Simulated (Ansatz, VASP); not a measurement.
**One calculation of Al2Cu, two programs**

```
Al Cu
1.0
    -2.96565    2.96565    2.36805
     2.96565   -2.96565    2.36805
     2.96565    2.96565   -2.36805
Al Cu
4 2
Direct
  0.15872 0.65872 0.81744
  0.65872 0.84128 0.50000
  0.84128 0.34128 0.18256
  0.34128 0.15872 0.50000
  0.75000 0.75000 0.00000
  0.25000 0.25000 0.00000
```

Alike in both runs: task single point; functional PBE; k mesh 10 × 10 × 10; occupations gaussian, width 0.15 eV; no spin polarisation.

|  | VASP | Ansatz |
| --- | --- | --- |
| version | VASP 6.6.1 | Ansatz 0.2.0 |
| potentials or method | VASP PAW PBE potentials, release 64 (Al, Cu), cutoff 520 eV | scalar-relativistic, plane waves, PAW |
| valence electrons in the cell | 34 | 50 |

|  | VASP | Ansatz | Ansatz less VASP |
| --- | --- | --- | --- |
| gap on the k mesh at the Fermi level (eV) | none | none | - |
| pressure (GPa) | 8.5 | 8.4 | -0.13 |
| traceless stress, the component that is largest in VASP (GPa) | 1.12 | 1.11 | -0.014 |
| rms of the force components (eV/Å) | 0.042 | 0.041 | -0.0011 |

Atom by atom the forces differ by 0.001 eV/Å (rms over components). A gap of «none» marks a metal or a gap that the smearing closes. The functional is the same, so the differences come from potentials, cutoffs and numerics. VASP's potentials hold 34 valence electrons a cell and Ansatz's 50, so a difference there can come from the potentials and not from the codes.
